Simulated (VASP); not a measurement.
# F (Fd-3m) in VASP: further runs

F is run at these levels: PBEsol; tasks: single point.

Everything below comes from runs of VASP 6.6.1. Logs are shortened: lines on timing, memory, paths and dates and some standing lists are left out, and cuts for length are marked.

### Step 1. The cell of the first run

It takes space group Fd-3m (No. 227, cubic). The conventional cell has a = 4.402 Å, b = 4.402 Å, c = 4.402 Å, α = 90.00°, β = 90.00°, γ = 90.00°. Within 2.5 Å of F (site symmetry -43m) lie 4 F at 1.91 Å.

### Step 2. Single point, PBEsol (10.66 Å³/atom)

INCAR

```
SYSTEM = F
ALGO = Normal ; EDIFF = 1E-6
ENCUT = 520 ; GGA = PS
ISIF = 2 ; ISMEAR = -1
LASPH = .True. ; LCHARG = .False.
LREAL = .False. ; LWAVE = .False.
NBANDS = 14 ; NELM = 60
PREC = Accurate ; SIGMA = 0.08
```

KPOINTS

```
k-points
0
Gamma
  14 14 14
  0 0 0
```

POSCAR

```
F
1.0
    0.0000000000      2.2009860118      2.2009860118
    2.2009860118      0.0000000000      2.2009860118
    2.2009860118      2.2009860118      0.0000000000
F
2
Direct
   -0.1250000000     -0.1250000000     -0.1250000000
    0.1250000000      0.1250000000      0.1250000000
```

Potentials or basis: VASP PAW PBE potentials, release 64 (F).

On the command line:

```
> cat potpaw_PBE.64/F/POTCAR > POTCAR
> mpirun -np 1 vasp_std > vasp.out
```

OUTCAR:

```text
SYSTEM = F
   EDIFF = 1E-6
   ENCUT = 520
   GGA = PS
   ISIF = 2
   ISMEAR = -1
   LASPH = .True.
   LREAL = .False.
   NELM = 60
   PREC = Accurate

 ion  position               nearest neighbor table
   1  0.875  0.875  0.875-
   2  0.125  0.125  0.125-

  LATTYP: Found a face centered cubic cell.
 ALAT       =     4.4019720236

  Lattice vectors:

 A1 = (   0.0000000000,   2.2009860118,   2.2009860118)
 A2 = (   2.2009860118,   0.0000000000,   2.2009860118)
 A3 = (   2.2009860118,   2.2009860118,   0.0000000000)

Analysis of symmetry for initial positions (statically):
=====================================================================
 Subroutine PRICEL returns:
 Original cell was already a primitive cell.

 Routine SETGRP: Setting up the symmetry group for a
 face centered cubic supercell.

 Subroutine GETGRP returns: Found 48 space group operations
 (whereof 12 operations were pure point group operations)
 out of a pool of 48 trial point group operations.

The static configuration has the point symmetry D_3d.
 The point group associated with its full space group is O_h .

Analysis of symmetry for dynamics (positions and initial velocities):
=====================================================================
 Subroutine PRICEL returns:
 Original cell was already a primitive cell.

 Routine SETGRP: Setting up the symmetry group for a
 face centered cubic supercell.

 Subroutine GETGRP returns: Found 48 space group operations
 (whereof 12 operations were pure point group operations)
 out of a pool of 48 trial point group operations.

The dynamic configuration has the point symmetry D_3d.
 The point group associated with its full space group is O_h .

 Subroutine INISYM returns: Found 48 space group operations
 (whereof 12 operations are pure point group operations),
 and found     1 'primitive' translations

----------------------------------------------------------------------------------------

                                     Primitive cell

  volume of cell :      21.3246

  direct lattice vectors                    reciprocal lattice vectors
     0.000000000  2.200986012  2.200986012    -0.227170912  0.227170912  0.227170912
     2.200986012  0.000000000  2.200986012     0.227170912 -0.227170912  0.227170912
     2.200986012  2.200986012  0.000000000     0.227170912  0.227170912 -0.227170912

  length of vectors
     3.112664268  3.112664268  3.112664268     0.393471562  0.393471562  0.393471562
[... 82 lines left out ...]
   LREAL  =      F    real-space projection
[... 7 lines left out ...]
   TEBEG  =    0.0;   TEEND  =   0.0 temperature during run
   PSTRESS=    0.0 pullay stress
   NELECT =      14.0000    total number of electrons
   NUPDOWN=      -1.0000    fix difference up-down
   EMIN   =  10.00;   EMAX   =-10.00  energy-range for DOS
   EFERMI =   0.00;   METHOD = LEGACY
   ISMEAR =    -1;   SIGMA  =   0.08  broadening in eV -4-tet -1-fermi 0-gaus
   EFERMI_NEDOS =   21; number of points for ismear=-14 and -15
   IALGO  =     38    algorithm
   IMIX   =      4    mixing-type and parameters
     AMIX     =   0.40;   BMIX     =  1.00
     AMIX_MAG =   1.60;   BMIX_MAG =  1.00
  volume/ion in A,a.u.               =      10.66        71.95
  Fermi-wavevector in a.u.,A,eV,Ry     =   1.422843  2.688783 27.544742  2.024481
  Thomas-Fermi vector in A             =   2.543504
   LORBIT       =      0    0 simple, 1 ext, 2 COOP (PROOUT), +10 PAW based schemes
   GGA     = PS    functional components
   LHFCALC =     F    Hartree Fock is set to
   AEXX    =    0.0000 exact exchange contribution
   IVDW    =     0    specifies the selected vdW correction
   LEPSILON=     F    determine dielectric tensor
   LRPA    =     F    only Hartree local field effects (RPA)
 non-spin polarized calculation
  energy-cutoff  :      520.00
  volume of cell :       21.32
 maximum number of plane-waves:       588
   NGX = 11   NGY = 11   NGZ = 11

 number of electron      13.9999993 magnetization

 Free energy of the ion-electron system (eV)
  ---------------------------------------------------
  ext. energy  EPLUGINS =         0.00000000
  ---------------------------------------------------
  free energy    TOTEN  =        -1.88011502 eV

  energy without entropy =       -1.79719898  energy(sigma->0) =       -1.83865700

 E-fermi :  -2.1985     XC(G=0):  -9.7903

 val. band max:       -2.2014845668   @ k =   0.4286   0.2143   0.0714
 cond. band min:      -2.1982920846   @ k =  -0.2143   0.3571   0.1429
 fundamental gap:      0.0031924822
 Fermi energy:        -2.1985380161

 k-point     1 :       0.0000    0.0000    0.0000
  band No.  band energies     occupation
      1     -26.3051      2.00000
      2     -21.0666      2.00000
      3      -6.0195      2.00000
      4      -6.0195      2.00000
      5      -6.0195      2.00000
      6      -3.4008      2.00000
      7      -3.4008      2.00000
      8      -3.4008      2.00000
      9       7.9445      0.00000
     10      23.7947      0.00000
     11      23.7947      0.00000
     12      23.7947      0.00000
     13      24.9092      0.00000
     14      24.9092      0.00000
[... 377 lines left out ...]
      1     -25.6972      2.00000
      2     -21.8550      2.00000
      3      -6.9357      2.00000
      4      -6.7486      2.00000
      5      -5.8289      2.00000
      6      -3.7046      2.00000
      7      -2.6389      1.99190
      8      -2.5885      1.98483
      9       9.9197      0.00000
     10      17.3617      0.00000
     11      21.4850      0.00000
     12      22.0924      0.00000
     13      25.6798      0.00000
     14      27.0146      0.00000

 [... further k-points ...]

------------------------ aborting loop because EDIFF is reached ----------------------------------------

  FORCE on cell =-STRESS in cart. coord.  units (eV):
  Direction    XX          YY          ZZ          XY          YZ          ZX
  --------------------------------------------------------------------------------------
  -------------------------------------------------------------------------------------
  Total        2.7814649      2.7814649      2.7814649     -0.0000000     -0.0000000      0.0000000
  in kB      208.9788474    208.9788474    208.9788474     -0.0000000     -0.0000000      0.0000000
  external PRESSURE =     208.9788474 kB  Pullay stress =       0.0000000 kB

 VOLUME and BASIS-vectors are now :
 -----------------------------------------------------------------------------
  energy-cutoff  :      520.00
  volume of cell :       21.32
      direct lattice vectors                 reciprocal lattice vectors
     0.000000000  2.200986012  2.200986012    -0.227170912  0.227170912  0.227170912
     2.200986012  0.000000000  2.200986012     0.227170912 -0.227170912  0.227170912
     2.200986012  2.200986012  0.000000000     0.227170912  0.227170912 -0.227170912

 POSITION                                       TOTAL-FORCE (eV/Angst)
 -----------------------------------------------------------------------------------
      3.85173      3.85173      3.85173        -0.000000     -0.000000     -0.000000
      0.55025      0.55025      0.55025         0.000000      0.000000      0.000000
 -----------------------------------------------------------------------------------
    total drift:                                0.000000      0.000000      0.000000

  FREE ENERGIE OF THE ION-ELECTRON SYSTEM (eV)
  ---------------------------------------------------
  free  energy   TOTEN  =        -1.8801150233 eV

  energy  without entropy=       -1.7971989806  energy(sigma->0) =       -1.83865700
```

Wall time 27 s (1 thread of Intel Xeon 8259CL, shared host); peak memory 0.14 GiB.

Results:

| Property | Result |
| --- | --- |
| Free energy | -1.8801 eV |
| Pressure | 20.9 GPa |
| Band gap on the k mesh | zero (bands 7 and 8 overlap by 1.64 eV) |

Caveat: the cell stands under pressure; the PAW data sets were made with another functional, which shifts forces and pressure a little.

### Step 3. Single point, PBEsol (12.03 Å³/atom)

This run uses another cell than the first one, of 12.03 Å³/atom.

INCAR

```
PREC     = Accurate       # precision mode
ENCUT    = 520            # plane-wave cutoff, eV
EDIFF    = 1E-7           # SCF threshold, eV
ISMEAR   = -1             # smearing method
SIGMA    = 0.08           # smearing width, eV
LREAL    = False          # projectors in reciprocal space
LASPH    = True           # aspherical terms in the spheres
NELM     = 100            # most SCF steps
ALGO     = Normal         # electronic algorithm
ISIF     = 2              # what is computed and relaxed
LWAVE    = False          # write WAVECAR
LCHARG   = True           # write CHGCAR
GGA      = PS             # functional
LELF     = True           # ELF
LVHAR    = True         
NBANDS   = 14             # bands
```

KPOINTS

```
regular mesh
0
Gamma
  14 14 14
```

POSCAR

```
F
1.0
    0.0000000000      2.2912895387      2.2912895387
    2.2912895387      0.0000000000      2.2912895387
    2.2912895387      2.2912895387      0.0000000000
F
2
Direct
   -0.1250000000     -0.1250000000     -0.1250000000
    0.1250000000      0.1250000000      0.1250000000
```

Potentials or basis: VASP PAW PBE potentials, release 64 (F).

On the command line:

```
> cat potpaw_PBE.64/F/POTCAR > POTCAR
> mpirun -np 1 vasp_std > vasp.out
```

Wall time 25 s (1 thread of Intel Xeon 8259CL, shared host); peak memory 0.15 GiB.

The run converged. Its results:

```
Free energy            : -2.1224 eV
Pressure               : 7.5 GPa
Band gap on the k mesh : zero (bands 7 and 8 overlap by 1.34 eV)
```

Levels at points of the mesh, in eV from the Fermi level:
```tsv
k point	band 4	band 5	band 6	band 7	band 8	band 9	band 10	band 11
(0.00, 0.00, 0.00)	-3.24	-3.24	-0.98	-0.98	-0.98	10.07	25.27	25.27
(0.50, 0.00, 0.00)	-3.85	-3.85	-0.33	-0.33	-0.25	14.13	16.53	21.94
(0.50, 0.50, 0.00)	-4.54	-2.34	-2.34	0.36	0.36	14.91	14.91	23.54
```

Caveat: the cell stands under pressure; the PAW data sets were made with another functional, which shifts forces and pressure a little.

### Step 4. Single point, PBEsol

This run uses another cell than the first one, of 13.67 Å³/atom.

INCAR

```
SYSTEM = F
PREC = Accurate
ENCUT = 520
EDIFF = 1E-6
ISMEAR = -1
SIGMA = 0.08
LREAL = .FALSE.
LASPH = .TRUE.
NELM = 100
ALGO = Normal
ISIF = 2
LWAVE = .FALSE.
LCHARG = .FALSE.
GGA = PS
NBANDS = 14
```

KPOINTS

```
Automatic mesh
0
G
  14 14 14
  0 0 0
```

POSCAR

```
F
1.0
    0.0000000000      2.3910339806      2.3910339806
    2.3910339806      0.0000000000      2.3910339806
    2.3910339806      2.3910339806      0.0000000000
F
2
Direct
   -0.1250000000     -0.1250000000     -0.1250000000
    0.1250000000      0.1250000000      0.1250000000
```

On the command line:

```
> cat potpaw_PBE.64/F/POTCAR > POTCAR
> mpirun -np 1 vasp_std > vasp.out
```

Wall time 56 s (1 thread of Intel Xeon 8259CL, shared host); peak memory 0.16 GiB.

Results (log left out):

```
Free energy            : -2.1950 eV
Pressure               : -0.6 GPa
Band gap on the k mesh : zero (bands 7 and 8 overlap by 1.07 eV)
```

Levels at points of the mesh, in eV from the Fermi level:
| k point | band 3 | band 4 | band 5 | band 6 | band 7 | band 8 | band 9 | band 10 | band 11 | band 12 |
| --- | --- | --- | --- | --- | --- | --- | --- | --- | --- | --- |
| (0.00, 0.00, 0.00) | -2.71 | -2.71 | -2.71 | -0.78 | -0.78 | -0.78 | 10.00 | 24.49 | 24.49 | 24.49 |
| (0.50, 0.00, 0.00) | -3.61 | -3.21 | -3.21 | -0.26 | -0.26 | -0.25 | 13.90 | 16.02 | 21.44 | 21.44 |
| (0.50, 0.50, 0.00) | -3.78 | -3.78 | -1.96 | -1.96 | 0.29 | 0.29 | 14.80 | 14.80 | 22.51 | 22.51 |

Caveat: the PAW data sets were made with another functional, which shifts forces and pressure a little.

### Step 5. Summary

```csv
cell,gap on the mesh (eV),pressure (GPa)
"a = 3.113 Å, angles 60.0°, 2 atoms",none,20.9
"a = 3.240 Å, angles 60.0°, 2 atoms",none,7.5
"a = 3.381 Å, angles 60.0°, 2 atoms",none,-0.6
```

Alike in all rows: task single point; level PBEsol; potentials or basis VASP PAW PBE potentials, release 64 (F); no spin polarisation; k mesh 14 × 14 × 14; cutoff (eV) 520; smearing fermi-dirac 0.08 eV.

Caveats: the PAW data sets were made with another functional, which shifts forces and pressure a little; the cell stands under pressure (at least some runs).

Absolute energies hang on the potentials; compare differences alone.
